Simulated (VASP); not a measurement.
# LiY3 (Fm-3m) in VASP: notebook

Runs on LiY3. Level: r2SCAN. Tasks: single point.

All numbers are computed with VASP 6.6.1; they aren't measurements. Logs are shortened: lines on timing, memory, paths and dates and some standing lists are left out, and cuts for length are marked.

**1. The cell of the first run**

The structure is cubic, space group Fm-3m (No. 225). Conventional cell: a = 7.800 Å, b = 7.800 Å, c = 7.800 Å, α = 90.00°, β = 90.00°, γ = 90.00°. Within 4.4 Å of Li (site symmetry m-3m) lie 14 Y at 3.38 to 3.90 Å. Within 4.4 Å of Y (site symmetry -43m) lie 4 Li at 3.38 Å and 10 Y at 3.38 to 3.90 Å. Y (site symmetry m-3m) has 8 Y at 3.38 Å and 6 Li at 3.90 Å within 4.4 Å.

**2. Single point, r2SCAN**

The input, POSCAR:

```
LiY3
1.0
    0.0000000000      3.8998520000      3.8998520000
    3.8998520000      0.0000000000      3.8998520000
    3.8998520000      3.8998520000      0.0000000000
Li Y
1 3
Direct
    0.0000000000      0.0000000000      0.0000000000
    0.2500000000      0.2500000000      0.2500000000
    0.7500000000      0.7500000000      0.7500000000
    0.5000000000      0.5000000000      0.5000000000
```

The input, INCAR.step1:

```
ALGO = Normal ; EDIFF = 1E-5
ENCUT = 830 ; GGA = PE
GGA_COMPAT = False ; ISMEAR = -1
LASPH = True ; LCHARG = False
LREAL = False ; LWAVE = True
NBANDS = 26 ; NELM = 120
PREC = Accurate ; SIGMA = 0.05
```

The input, INCAR.step2:

```
ALGO = Normal ; EDIFF = 1E-6
ENCUT = 830 ; GGA_COMPAT = False
ISIF = 2 ; ISMEAR = -1
ISTART = 1 ; LASPH = True
LCHARG = False ; LMIXTAU = True
LREAL = False ; LWAVE = False
METAGGA = R2SCAN ; NBANDS = 26
NELM = 120 ; PREC = Accurate
SIGMA = 0.05
```

The input, KPOINTS:

```
k-points
0
Gamma
  2 2 2
```

Potentials or basis: VASP PAW PBE potentials, release 64 (Li_sv, Y_sv).

The run is started by

```sh
cat potpaw_PBE.64/Li_sv/POTCAR potpaw_PBE.64/Y_sv/POTCAR > POTCAR
cp INCAR.step1 INCAR
mpirun -np 1 vasp_std > vasp.out
cp INCAR.step2 INCAR
mpirun -np 1 vasp_std > vasp.out
```

OUTCAR:

```text
EDIFF = 1E-6
   ENCUT = 830
   ISIF = 2
   ISMEAR = -1
   ISTART = 1
   LASPH = True
   LREAL = False
   METAGGA = R2SCAN
   NELM = 120
   PREC = Accurate

 ion  position               nearest neighbor table
   1  0.000  0.000  0.000-   2 3.38   3 3.38   3 3.38   3 3.38   3 3.38   2 3.38   2 3.38   2 3.38

   2  0.250  0.250  0.250-   1 3.38   4 3.38   1 3.38   1 3.38   1 3.38   4 3.38   4 3.38   4 3.38
                             3 3.90   3 3.90   3 3.90   3 3.90   3 3.90   3 3.90
   3  0.750  0.750  0.750-   1 3.38   4 3.38   4 3.38   4 3.38   4 3.38   1 3.38   1 3.38   1 3.38
                             2 3.90   2 3.90   2 3.90   2 3.90   2 3.90   2 3.90
   4  0.500  0.500  0.500-   2 3.38   3 3.38   2 3.38   2 3.38   2 3.38   3 3.38   3 3.38   3 3.38

  LATTYP: Found a face centered cubic cell.
 ALAT       =     7.7997040000

  Lattice vectors:

 A1 = (   0.0000000000,   3.8998520000,   3.8998520000)
 A2 = (   3.8998520000,   0.0000000000,   3.8998520000)
 A3 = (   3.8998520000,   3.8998520000,   0.0000000000)

Analysis of symmetry for initial positions (statically):
=====================================================================
 Subroutine PRICEL returns:
 Original cell was already a primitive cell.

 Routine SETGRP: Setting up the symmetry group for a
 face centered cubic supercell.

 Subroutine GETGRP returns: Found 48 space group operations
 (whereof 48 operations were pure point group operations)
 out of a pool of 48 trial point group operations.

The static configuration has the point symmetry O_h .

Analysis of symmetry for dynamics (positions and initial velocities):
=====================================================================
 Subroutine PRICEL returns:
 Original cell was already a primitive cell.

 Routine SETGRP: Setting up the symmetry group for a
 face centered cubic supercell.

 Subroutine GETGRP returns: Found 48 space group operations
 (whereof 48 operations were pure point group operations)
 out of a pool of 48 trial point group operations.

The dynamic configuration has the point symmetry O_h .

 Subroutine INISYM returns: Found 48 space group operations
 (whereof 48 operations are pure point group operations),
 and found     1 'primitive' translations

----------------------------------------------------------------------------------------

                                     Primitive cell

[... 70 lines left out ...]
   ENCUT  =  830.0 eV  61.00 Ry    7.81 a.u.  12.96 12.96 12.96*2*pi/ulx,y,z
   NELM   =    120;   NELMIN=  2; NELMDL=  0     # of ELM steps
   EDIFF  = 0.1E-05   stopping-criterion for ELM
   LREAL  =      F    real-space projection
   EDIFFG = 0.1E-04   stopping-criterion for IOM
   NSW    =      0    number of steps for IOM
   IBRION =     -1    ionic relax: 0-MD 1-quasi-New 2-CG
   NFREE  =      0    steps in history (QN), initial steepest desc. (CG)
   ISIF   =      2    stress and relaxation
   ISYM   =      2    0-nonsym 1-usesym 2-fastsym
   POTIM  = 0.5000    time-step for ionic-motion
   TEBEG  =    0.0;   TEEND  =   0.0 temperature during run
   PSTRESS=    0.0 pullay stress
   NELECT =      36.0000    total number of electrons
   NUPDOWN=      -1.0000    fix difference up-down
   EMIN   =  10.00;   EMAX   =-10.00  energy-range for DOS
   EFERMI =   0.00;   METHOD = LEGACY
   ISMEAR =    -1;   SIGMA  =   0.05  broadening in eV -4-tet -1-fermi 0-gaus
   EFERMI_NEDOS =   21; number of points for ismear=-14 and -15
   IALGO  =     38    algorithm
   IMIX   =      4    mixing-type and parameters
     AMIX     =   0.40;   BMIX     =  1.00
     AMIX_MAG =   1.60;   BMIX_MAG =  1.00
  volume/ion in A,a.u.               =      29.66       200.13
  Fermi-wavevector in a.u.,A,eV,Ry     =   1.100147  2.078977 16.467462  1.210324
  Thomas-Fermi vector in A             =   2.236554
   LORBIT       =      0    0 simple, 1 ext, 2 COOP (PROOUT), +10 PAW based schemes
   METAGGA = R2SCAN    functional components
   LHFCALC =     F    Hartree Fock is set to
   AEXX    =    0.0000 exact exchange contribution
   IVDW    =     0    specifies the selected vdW correction
   LEPSILON=     F    determine dielectric tensor
   LRPA    =     F    only Hartree local field effects (RPA)
 non-spin polarized calculation
  energy-cutoff  :      830.00
  volume of cell :      118.62
 maximum number of plane-waves:      6442
 NGX is ok and might be reduce to    54
   NGX = 25   NGY = 25   NGZ = 25

 number of electron      35.9999999 magnetization

 Free energy of the ion-electron system (eV)
  ---------------------------------------------------
  ext. energy  EPLUGINS =         0.00000000
  ---------------------------------------------------
  free energy    TOTEN  =       -62.08854056 eV

  energy without entropy =      -62.00702127  energy(sigma->0) =      -62.04778092

 E-fermi :   3.0868     XC(G=0):  -9.6490

 val. band max:        2.8903821315   @ k =   0.5000   0.0000   0.0000
 cond. band min:       3.1591576603   @ k =   0.5000   0.0000   0.0000
 fundamental gap:      0.2687755287
 Fermi energy:         3.0868364833

 k-point     1 :       0.0000    0.0000    0.0000
  band No.  band energies     occupation
      1     -44.6079      2.00000
      2     -41.7563      2.00000
      3     -41.7227      2.00000
      4     -41.2640      2.00000
      5     -21.1350      2.00000
      6     -21.1350      2.00000
[... 76 lines left out ...]
     25       4.7696      0.00000
     26       6.4512      0.00000

------------------------ aborting loop because EDIFF is reached ----------------------------------------

  FORCE on cell =-STRESS in cart. coord.  units (eV):
  Direction    XX          YY          ZZ          XY          YZ          ZX
  --------------------------------------------------------------------------------------
  -------------------------------------------------------------------------------------
  Total       -0.1506560     -0.1506560     -0.1506560      0.0000000     -0.0000000      0.0000000
  in kB       -2.0348046     -2.0348046     -2.0348046      0.0000000     -0.0000000      0.0000000
  external PRESSURE =      -2.0348046 kB  Pullay stress =       0.0000000 kB

 VOLUME and BASIS-vectors are now :
 -----------------------------------------------------------------------------
  energy-cutoff  :      830.00
  volume of cell :      118.62
      direct lattice vectors                 reciprocal lattice vectors
     0.000000000  3.899852000  3.899852000    -0.128209994  0.128209994  0.128209994
     3.899852000  0.000000000  3.899852000     0.128209994 -0.128209994  0.128209994
     3.899852000  3.899852000  0.000000000     0.128209994  0.128209994 -0.128209994

 POSITION                                       TOTAL-FORCE (eV/Angst)
 -----------------------------------------------------------------------------------
      0.00000      0.00000      0.00000         0.000000     -0.000000      0.000000
      1.94993      1.94993      1.94993         0.000000      0.000000     -0.000000
      5.84978      5.84978      5.84978        -0.000000     -0.000000     -0.000000
      3.89985      3.89985      3.89985         0.000000     -0.000000      0.000000
 -----------------------------------------------------------------------------------
    total drift:                                0.000000      0.000000     -0.000000

  FREE ENERGIE OF THE ION-ELECTRON SYSTEM (eV)
  ---------------------------------------------------
  free  energy   TOTEN  =       -62.0885405626 eV

  energy  without entropy=      -62.0070212681  energy(sigma->0) =      -62.04778092
```

OSZICAR.step1:

```text
N       E                     dE             d eps       ncg     rms          rms(c)
DAV:   1     0.210443630883E+03    0.21044E+03   -0.21228E+04   156   0.185E+03
DAV:   2     0.186524864591E+00   -0.21026E+03   -0.20517E+03   176   0.394E+02
DAV:   3    -0.201380041667E+02   -0.20325E+02   -0.19883E+02   294   0.679E+01
DAV:   4    -0.212367237335E+02   -0.10987E+01   -0.10522E+01   208   0.168E+01
DAV:   5    -0.212828438725E+02   -0.46120E-01   -0.46078E-01   240   0.299E+00    0.354E+01
DAV:   6    -0.203359508604E+02    0.94689E+00   -0.21385E+00   166   0.545E+00    0.167E+01
DAV:   7    -0.202996382999E+02    0.36313E-01   -0.11893E+00   238   0.543E+00    0.601E+00
DAV:   8    -0.203170961892E+02   -0.17458E-01   -0.11511E-01   216   0.163E+00    0.203E+00
DAV:   9    -0.203154206877E+02    0.16755E-02   -0.42928E-02   198   0.125E+00    0.781E-01
DAV:  10    -0.203145517216E+02    0.86897E-03   -0.51599E-03   232   0.349E-01    0.276E-01
DAV:  11    -0.203144848309E+02    0.66891E-04   -0.67908E-04   244   0.108E-01    0.752E-02
DAV:  12    -0.203144852161E+02   -0.38516E-06   -0.69485E-05   176   0.432E-02
   1 F= -.20314485E+02 E0= -.20280707E+02  d E =-.675565E-01
```

Wall time 3.1 min (1 thread of Intel Xeon Platinum 8559C (Emerald Rapids), shared host); peak memory 0.43 GiB.

What came out:

```
Free energy            : -62.0885 eV
Pressure               : -0.2 GPa
Band gap on the k mesh : zero (bands 18 and 19 overlap by 0.95 eV)
```

Caveat: the k points lie up to 0.70 Å⁻¹ apart, too coarse for converged energies and pressures of a metal; the PAW data sets were made with another functional, which shifts forces and pressure a little.

(Part 1 of 2 ends here.)
